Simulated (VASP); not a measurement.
Set up this calculation in VASP 6.6.1, as the native input.

```yaml
Task: electric field gradients
Functional: PBE
Potentials_or_basis: VASP PAW PBE potentials, release 64 (Mg)
Cutoff: 520 eV
k_mesh: 16 × 16 × 16
Occupations: fermi-dirac, width 0.03 eV
Spin: no spin polarisation
Dipole_correction: no
Further_INCAR_settings: ALGO = Normal; EDIFF = 1e-08; NBANDS = 7
```

The structure of Mg lies in POSCAR:

```
Mg
1.0
    0.0000000000      2.2882721944      2.2882721944
    2.2882721944      0.0000000000      2.2882721944
    2.2882721944      2.2882721944      0.0000000000
Mg
1
Direct
    0.0000000000      0.0000000000      0.0000000000
```

This cell differs from its parent crystal: volume scaled by 1.06.

These files were run (other wordings do the same):

INCAR

```
SYSTEM = Mg
PREC     = Accurate       ! precision mode
ENCUT    = 520            ! plane-wave cutoff, eV
EDIFF    = 1E-8           ! SCF threshold, eV
ISMEAR   = -1             ! smearing method
SIGMA    = 0.03           ! smearing width, eV
LREAL    = .FALSE.        ! projectors in reciprocal space
LASPH    = .TRUE.         ! aspherical terms in the spheres
NELM     = 60             ! most SCF steps
ALGO     = Normal         ! electronic algorithm
ISIF     = 2              ! what is computed and relaxed
LWAVE    = .FALSE.        ! write WAVECAR
LCHARG   = .FALSE.        ! write CHGCAR
GGA      = PE             ! functional
LEFG     = .TRUE.       
NBANDS   = 7              ! bands
```

KPOINTS

```
Automatic mesh
0
G
  16 16 16
  0 0 0
```

Potentials or basis: VASP PAW PBE potentials, release 64 (Mg).

Run with:

```bash
$ cat potpaw_PBE.64/Mg/POTCAR > POTCAR
$ mpirun -np 1 vasp_std > vasp.out
```

Results of the run:

```
Pressure               : -1.3 GPa
Band gap on the k mesh : zero (band 1 reaches 3.83 eV, above the bottom of band 2 at 1.11 eV)
```

Caveat: without QUAD_EFG the Cq values of the log hold for a quadrupole moment of 1 mb, not for the nuclei.

It took 34 s on 1 thread of AMD EPYC 7R43 64-Core Processor (Zen 3), with other jobs on the host, peak memory 0.11 GiB.
